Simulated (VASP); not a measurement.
# PtS2 (P-3m1) in VASP: single point with PBEsol

Aim: the single point of PtS2 with PBEsol.

Program: VASP 6.6.1. These are calculated values, not measurements. Logs are shortened: lines on timing, memory, paths and dates and some standing lists are left out, and cuts for length are marked.

## Step 1: The cell of the first run

It takes space group P-3m1 (No. 164, trigonal). Conventional cell: a = 3.543 Å, b = 3.543 Å, c = 5.039 Å, α = 90.00°, β = 90.00°, γ = 120.00°. Within 3.2 Å of Pt (site symmetry -3m) lie 6 S at 2.40 Å. S (site symmetry 3m) has 3 Pt at 2.40 Å and 6 S at 3.25 Å within 3.3 Å.

## Step 2: Single point, PBEsol, non-collinear spin, zero start, moments held on the sites, spin-orbit coupling

Contents of INCAR:

```
SYSTEM = PtS2
PREC = Accurate ; ENCUT = 500
EDIFF = 1E-6 ; ISMEAR = 0
SIGMA = 0.05 ; LREAL = .False.
LASPH = .True. ; NELM = 200
ALGO = Normal ; ISIF = 2
LWAVE = .False. ; LCHARG = .True.
LNONCOLLINEAR = .True. ; MAGMOM = 0 0 0 0 0 0 0 0 0
LORBIT = 11 ; LSORBIT = .True.
GGA_COMPAT = .False. ; LORBMOM = .True.
I_CONSTRAINED_M = 1 ; LAMBDA = 10
M_CONSTR = 0.289 0.289 0.289 0 0 0 0 0 0 ; RWIGS = 1.36 1.05
ISYM = -1 ; AMIX = 0.2
BMIX = 1E-4 ; AMIX_MAG = 0.8
BMIX_MAG = 1E-4 ; LMAXMIX = 4
GGA = PS ; LVHAR = .True.
NBANDS = 35
```

Contents of KPOINTS:

```
Automatic mesh
0
Gamma
  6 6 4
  0 0 0
```

Contents of POSCAR:

```
PtS2
1.0
    3.5431995400      0.0000000000      0.0000000000
   -1.7715997700      3.0685008100      0.0000000000
    0.0000000000      0.0000000000      5.0388000900
Pt S
1 2
Direct
    0.0000000000      0.0000000000      0.0000000000
    0.3333333333      0.6666666667      0.2500000000
    0.6666666667      0.3333333333      0.7500000000
```

Potentials or basis: VASP PAW PBE potentials, release 64 (Pt, S).

The run is started by

```console
$ cat potpaw_PBE.64/Pt/POTCAR potpaw_PBE.64/S/POTCAR > POTCAR
$ mpirun -np 1 vasp_ncl > vasp.out
```

OUTCAR:

```text
SYSTEM = PtS2
   PREC = Accurate
   ENCUT = 500
   EDIFF = 1E-6
   ISMEAR = 0
   LREAL = .False.
   LASPH = .True.
   NELM = 200
   ISIF = 2
   LNONCOLLINEAR = .True.
   LORBIT = 11
   LSORBIT = .True.
   ISYM = -1
   AMIX = 0.2
   AMIX_MAG = 0.8
   GGA = PS

 ion  position               nearest neighbor table
   1  0.000  0.000  0.000-   2 2.40   3 2.40   3 2.40   2 2.40   3 2.40   2 2.40
   2  0.333  0.667  0.250-   1 2.40   1 2.40   1 2.40
   3  0.667  0.333  0.750-   1 2.40   1 2.40   1 2.40

IMPORTANT INFORMATION: All symmetrisations will be switched off!
NOSYMM: (Re-)initialisation of all symmetry stuff for point group C_1.

----------------------------------------------------------------------------------------

                                     Primitive cell

  volume of cell :      54.7834

  direct lattice vectors                    reciprocal lattice vectors
     3.543199540  0.000000000  0.000000000     0.282230789  0.162946022  0.000000000
    -1.771599770  3.068500810  0.000000000     0.000000000  0.325892044  0.000000000
     0.000000000  0.000000000  5.038800090     0.000000000  0.000000000  0.198459947

  length of vectors
     3.543199540  3.543199538  5.038800090     0.325892043  0.325892044  0.198459947

  position of ions in fractional coordinates (direct lattice)
     0.000000000  0.000000000  0.000000000
     0.333333333  0.666666667  0.250000000
     0.666666667  0.333333333  0.750000000

  ion indices of the primitive-cell ions
   primitive index   ion index
                 1           1
                 2           2
                 3           3

----------------------------------------------------------------------------------------

 KPOINTS: Automatic mesh

Automatic generation of k-mesh.
 Grid dimensions read from file:
 generate k-points for:    6    6    4

 Generating k-lattice:

  Cartesian coordinates                     Fractional coordinates (reciprocal lattice)
     0.047038465  0.027157670  0.000000000     0.166666667 -0.000000000  0.000000000
     0.000000000  0.054315341  0.000000000     0.000000000  0.166666667  0.000000000
     0.000000000  0.000000000  0.049614987     0.000000000  0.000000000  0.250000000

  Length of vectors
     0.054315341  0.054315341  0.049614987

  Shift w.r.t. Gamma in fractional coordinates (k-lattice)
     0.000000000  0.000000000  0.000000000

 Subroutine IBZKPT returns following result:
 ===========================================

 Found    144 irreducible k-points:

 Following reciprocal coordinates:
            Coordinates               Weight
  0.000000  0.000000  0.000000      1.000000
  0.166667  0.000000  0.000000      1.000000
  0.333333  0.000000  0.000000      1.000000
  0.500000  0.000000  0.000000      1.000000
 -0.333333  0.000000  0.000000      1.000000
 -0.166667  0.000000  0.000000      1.000000
[... 16 lines left out ...]
 -0.333333  0.500000  0.000000      1.000000
 -0.166667  0.500000  0.000000      1.000000
 [... further k-points ...]
   k-points           NKPTS =    144   k-points in BZ     NKDIM =    144   number of bands    NBANDS=     35
   number of dos      NEDOS =    301   number of ions     NIONS =      3
   total plane-waves  NPLWV =  31360
   dimension x,y,z NGX =    28 NGY =   28 NGZ =   40
   dimension x,y,z NGXF=    56 NGYF=   56 NGZF=   80
   ions per type =               1   2
   NGX,Y,Z   is equivalent  to a cutoff of  13.14, 13.14, 13.20 a.u.
   NGXF,Y,Z  is equivalent  to a cutoff of  26.28, 26.28, 26.39 a.u.
 SYSTEM =  PtS2
   PREC   = accura    normal or accurate (medium, high low for compatibility)
   ISTART =      0    job   : 0-new  1-cont  2-samecut
   ICHARG =      2    charge: 1-file 2-atom 10-const
   ISPIN  =      1    spin polarized calculation?
   LNONCOLLINEAR =      T non collinear calculations
   LSORBIT =      T    spin-orbit coupling
   LASPH  =      T    aspherical Exc in radial PAW
   ENCUT  =  500.0 eV  36.75 Ry    6.06 a.u.   6.46  6.46  9.19*2*pi/ulx,y,z
   NELM   =    200;   NELMIN=  2; NELMDL= -5     # of ELM steps
   EDIFF  = 0.1E-05   stopping-criterion for ELM
   LREAL  =      F    real-space projection
   EDIFFG = 0.1E-04   stopping-criterion for IOM
   NSW    =      0    number of steps for IOM
   IBRION =     -1    ionic relax: 0-MD 1-quasi-New 2-CG
[... 39 lines left out ...]
 Free energy of the ion-electron system (eV)
  ---------------------------------------------------
  ext. energy  EPLUGINS =         0.00000000
  ---------------------------------------------------
  free energy    TOTEN  =       -17.35010295 eV

  energy without entropy =      -17.35010295  energy(sigma->0) =      -17.35010295

 E-fermi :   7.0176     XC(G=0): -10.8864

 val. band max:        6.8111647446   @ k =   0.0000   0.0000   0.0000
 cond. band min:       7.2272864708   @ k =   0.3333   0.3333   0.0000
 fundamental gap:      0.4161217263
 Fermi energy:         7.0176164348

 k-point     1 :       0.0000    0.0000    0.0000
  band No.  band energies     occupation
      1      -8.4951      1.00000
      2      -8.4951      1.00000
      3      -5.6295      1.00000
      4      -5.6294      1.00000
      5      -0.3961      1.00000
      6      -0.3960      1.00000
[... 877 lines left out ...]
     33      16.0809      0.00000
     34      16.0809      0.00000

 [... further k-points ...]

 [bands above 34 left out]

------------------------ aborting loop because EDIFF is reached ----------------------------------------

  FORCE on cell =-STRESS in cart. coord.  units (eV):
  Direction    XX          YY          ZZ          XY          YZ          ZX
  --------------------------------------------------------------------------------------
  -------------------------------------------------------------------------------------
  Total       -0.7529128     -0.7529133     -1.4381197     -0.0000005     -0.0000006      0.0000015
  in kB      -22.0194408    -22.0194540    -42.0587766     -0.0000145     -0.0000163      0.0000428
  external PRESSURE =     -28.6992238 kB  Pullay stress =       0.0000000 kB

 VOLUME and BASIS-vectors are now :
 -----------------------------------------------------------------------------
  energy-cutoff  :      500.00
  volume of cell :       54.78
      direct lattice vectors                 reciprocal lattice vectors
     3.543199540  0.000000000  0.000000000     0.282230789  0.162946022  0.000000000
    -1.771599770  3.068500810  0.000000000     0.000000000  0.325892044  0.000000000
     0.000000000  0.000000000  5.038800090     0.000000000  0.000000000  0.198459947

 POSITION                                       TOTAL-FORCE (eV/Angst)
 -----------------------------------------------------------------------------------
      0.00000      0.00000      0.00000        -0.000000     -0.000000      0.000000
     -0.00000      2.04567      1.25970         0.000000      0.000001     -0.563415
      1.77160      1.02283      3.77910        -0.000000     -0.000001      0.563414
 -----------------------------------------------------------------------------------
    total drift:                               -0.000000     -0.000000     -0.000000

  FREE ENERGIE OF THE ION-ELECTRON SYSTEM (eV)
  ---------------------------------------------------
  free  energy   TOTEN  =       -17.3501029546 eV

  energy  without entropy=      -17.3501029546  energy(sigma->0) =      -17.35010295

 orbital moment (x)

 # of ion     p       d       tot
 ----------------------------------------
  1         0.000   0.000   0.000
  2        -0.000   0.000  -0.000
  3        -0.000   0.000  -0.000
 ----------------------------------------
            0.000   0.000   0.000

 orbital moment (y)

 # of ion     p       d       tot
 ----------------------------------------
  1        -0.000   0.000   0.000
  2        -0.000   0.000  -0.000
  3        -0.000   0.000  -0.000
 ----------------------------------------
           -0.000   0.000   0.000

 orbital moment (z)

 # of ion     p       d       tot
 ----------------------------------------
  1         0.000  -0.000  -0.000
  2         0.000   0.000   0.000
  3         0.000   0.000   0.000
 ----------------------------------------
            0.000  -0.000  -0.000

 Spin-Orbit-Coupling matrix elements

 Ion:    1  E_soc:     -0.7740964
 l=   1
     0.0000000    -0.0338240    -0.0355964
    -0.0338240     0.0000000    -0.0338240
    -0.0355964    -0.0338240     0.0000000
 l=   2
     0.0000000    -0.0212914     0.0000000    -0.0212914    -0.0695975
    -0.0212914     0.0000000    -0.0517846    -0.0254718    -0.0212914
     0.0000000    -0.0517846     0.0000000    -0.0517846     0.0000000
    -0.0212914    -0.0254718    -0.0517846     0.0000000    -0.0212914
    -0.0695975    -0.0212914     0.0000000    -0.0212914     0.0000000
 l=   3
     0.0000000     0.0000000     0.0000000     0.0000000     0.0000000     0.0000000     0.0000000
     0.0000000     0.0000000     0.0000000     0.0000000     0.0000000     0.0000000     0.0000000
     0.0000000     0.0000000     0.0000000     0.0000000     0.0000000     0.0000000     0.0000000
     0.0000000     0.0000000     0.0000000     0.0000000     0.0000000     0.0000000     0.0000000
[... 29 lines left out ...]
 l=   2
     0.0000000     0.0000000     0.0000000     0.0000000     0.0000000
     0.0000000     0.0000000     0.0000000     0.0000000     0.0000000
     0.0000000     0.0000000     0.0000000     0.0000000     0.0000000
     0.0000000     0.0000000     0.0000000     0.0000000     0.0000000
     0.0000000     0.0000000     0.0000000     0.0000000     0.0000000
 l=   3
     0.0000000     0.0000000     0.0000000     0.0000000     0.0000000     0.0000000     0.0000000
     0.0000000     0.0000000     0.0000000     0.0000000     0.0000000     0.0000000     0.0000000
     0.0000000     0.0000000     0.0000000     0.0000000     0.0000000     0.0000000     0.0000000
     0.0000000     0.0000000     0.0000000     0.0000000     0.0000000     0.0000000     0.0000000
     0.0000000     0.0000000     0.0000000     0.0000000     0.0000000     0.0000000     0.0000000
     0.0000000     0.0000000     0.0000000     0.0000000     0.0000000     0.0000000     0.0000000
     0.0000000     0.0000000     0.0000000     0.0000000     0.0000000     0.0000000     0.0000000

 total charge

# of ion       s       p       d       tot
------------------------------------------
    1        0.685   0.773   7.952   9.410
    2        1.359   2.241   0.000   3.600
    3        1.359   2.241   0.000   3.600
--------------------------------------------------
tot          3.403   5.256   7.952  16.610

 magnetization (x)

# of ion       s       p       d       tot
------------------------------------------
    1        0.000  -0.000   0.000   0.000
    2        0.000  -0.000   0.000  -0.000
    3        0.000  -0.000   0.000  -0.000
--------------------------------------------------
tot          0.000  -0.000   0.000   0.000

 magnetization (y)

# of ion       s       p       d       tot
------------------------------------------
    1        0.000   0.000   0.000   0.000
    2        0.000  -0.000   0.000  -0.000
    3        0.000  -0.000   0.000  -0.000
--------------------------------------------------
tot          0.000  -0.000   0.000   0.000

 magnetization (z)

# of ion       s       p       d       tot
------------------------------------------
    1       -0.000  -0.000  -0.000  -0.000
    2       -0.000   0.000   0.000   0.000
    3       -0.000   0.000   0.000   0.000
--------------------------------------------------
tot         -0.000   0.000  -0.000  -0.000
```

Run time: 6.8 min. Hardware: 1 thread of Intel Xeon Platinum 8488C (Sapphire Rapids), shared host; peak memory 0.55 GiB.

What came out:

- Free energy: -17.3501 eV
- Largest force: 0.563 eV/Å
- Net moment: 0.00 μB per cell
- Valence electrons inside the program's atomic spheres: Pt 9.41; S 3.60

Forces in eV/Å, atoms in the order of the input:
```
Pt   0.000  0.000  0.000
S    0.000  0.000 -0.563
S    0.000  0.000  0.563
```

Moments on the atoms (μB; x, y, z):
```
Pt  0.00 0.00 0.00
S   0.00 0.00 0.00
S   0.00 0.00 0.00
```

Caveat: moments held by a penalty; the PAW data sets were made with another functional, which shifts forces and pressure a little.
